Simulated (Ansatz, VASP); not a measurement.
# One calculation of GaAs, two programs

INCAR

```
PREC     = Accurate       # precision mode
ENCUT    = 520            # plane-wave cutoff, eV
EDIFF    = 1E-7           # SCF threshold, eV
ISMEAR   = -1             # smearing method
SIGMA    = 0.02           # smearing width, eV
LREAL    = F              # projectors in reciprocal space
LASPH    = T              # aspherical terms in the spheres
NELM     = 100            # most SCF steps
ALGO     = Normal         # electronic algorithm
ISIF     = 2              # what is computed and relaxed
LWAVE    = F              # write WAVECAR
LCHARG   = F              # write CHGCAR
GGA      = PE             # functional
NBANDS   = 26             # bands
```

Contents of KPOINTS:

```
Automatic mesh
0
Gamma
  12 12 4
```

The input POSCAR:

```
GaAs
1.0
    4.2497554351      0.0000000000      0.0000000000
   -2.1248777176      3.6803961666      0.0000000000
    0.0000000000      0.0000000000      5.7732410614
Ga As
2 2
Direct
    0.3333333333      0.6666666667      0.2500000000
    0.6666666667      0.3333333333      0.7500000000
    0.6666666667      0.3333333333      0.2500000000
    0.3333333333      0.6666666667      0.7500000000
```

Input for Ansatz:

```yaml
crystal:
  lattice:
    - [4.2497554351, 0.0, 0.0]
    - [-2.1248777176, 3.6803961666, 0.0]
    - [0.0, 0.0, 5.7732410614]
  atoms:
    - { symbol: Ga, position: [0.3333333333, 0.6666666667, 0.25] }
    - { symbol: Ga, position: [0.6666666667, 0.3333333333, 0.75] }
    - { symbol: As, position: [0.6666666667, 0.3333333333, 0.25] }
    - { symbol: As, position: [0.3333333333, 0.6666666667, 0.75] }
kpoints:
  mp_grid: { grid: [12, 12, 4] }
  band_path:
    path:
      - [[0.0, 0.0, 0.0], [0.5, 6.809861421271e-18, 0.0], [0.3333333333333, 0.3333333333333, 0.0], [0.0, 0.0, 0.0], [0.0, 0.0, 0.5], [0.5, 6.809861421271e-18, 0.5], [0.3333333333333, 0.3333333333333, 0.5], [0.0, 0.0, 0.5]]
      - [[0.5, 6.809861421271e-18, 0.5], [0.5, 6.809861421271e-18, 0.0]]
      - [[0.3333333333333, 0.3333333333333, 0.5], [0.3333333333333, 0.3333333333333, 0.0]]
    npoints: 10
hamiltonian:
  xc: pbe
scf:
  occupations: { method: fermi_dirac, width: 0.02 }
  n_extra_bands: 5
output:
  forces: true
  stress: true
  eigenvalues: true
  write_density: true
  write_potential: true
  elf: true
  volumetric_format: npy
```

Alike in both runs: task single point; functional PBE; k mesh 12 × 12 × 4; occupations fermi-dirac, width 0.02 eV; no spin polarisation.

|  | VASP | Ansatz |
| --- | --- | --- |
| version | VASP 6.6.1 | Ansatz 0.2.0 |
| potentials or method | VASP PAW PBE potentials, release 64 (Ga_d, As) | plane waves, PAW |
| plane-wave cutoff (eV) | 520 | 420 |
| valence electrons in the cell | 36 | 56 |

```tsv
	VASP	Ansatz	Ansatz less VASP
pressure (GPa)	2.6	2.4	-0.18
traceless stress, the component that is largest in VASP (GPa)	-1.04	-0.92	+0.124
```

The functional is the same, so the differences come from potentials, cutoffs and numerics. VASP's potentials hold 36 valence electrons a cell and Ansatz's 56, so a difference there can come from the potentials and not from the codes.
